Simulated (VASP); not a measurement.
Set up this calculation in VASP 6.6.1, as the native input.

| Item | Value |
| --- | --- |
| Task | single point |
| Functional | PBE |
| Potentials or basis | VASP PAW PBE potentials, release 64 (Rh_pv) |
| Cutoff | 520 eV |
| k mesh | 17 × 17 × 17 |
| Occupations | fermi-dirac, width 0.0612256 eV |
| Spin | no spin polarisation |
| Dipole correction | no |
| Further INCAR settings | ALGO = Normal; EDIFF = 1e-07; NBANDS = 22 |

The structure of Rh lies in POSCAR:

```
Rh
1.0
    0.0000000000      2.7571551412      2.7571551412
    2.7571551412      0.0000000000      2.7571551412
    2.7571551412      2.7571551412      0.0000000000
Rh
2
Direct
    0.0000000000      0.0000000000      0.0000000000
    0.2500000000      0.2500000000      0.2500000000
```

This isn't the form of Rh at room conditions, which is fcc.

These files were run (other wordings do the same):

INCAR

```
PREC     = Accurate       # precision mode
ENCUT    = 520            # plane-wave cutoff, eV
EDIFF    = 1E-7           # SCF threshold, eV
ISMEAR   = -1             # smearing method
SIGMA    = 0.06122561905347299 # smearing width, eV
LREAL    = F              # projectors in reciprocal space
LASPH    = T              # aspherical terms in the spheres
NELM     = 80             # most SCF steps
ALGO     = Normal         # electronic algorithm
ISIF     = 2              # what is computed and relaxed
LWAVE    = F              # write WAVECAR
LCHARG   = F              # write CHGCAR
GGA      = PE             # functional
NBANDS   = 22             # bands
```

KPOINTS

```
regular mesh
0
Gamma
  17 17 17
```

Potentials or basis: VASP PAW PBE potentials, release 64 (Rh_pv).

Launch:

```sh
$ cat potpaw_PBE.64/Rh_pv/POTCAR > POTCAR
$ mpirun -np 1 vasp_std > vasp.out
```

It gave:

```yaml
Pressure: 0.0 GPa
Band_gap_on_the_k_mesh: zero (bands 15 and 16 overlap by 1.22 eV)
```

Wall time 3.5 min on 1 thread of Intel Xeon 8259CL (shared host), peak memory 0.25 GiB.
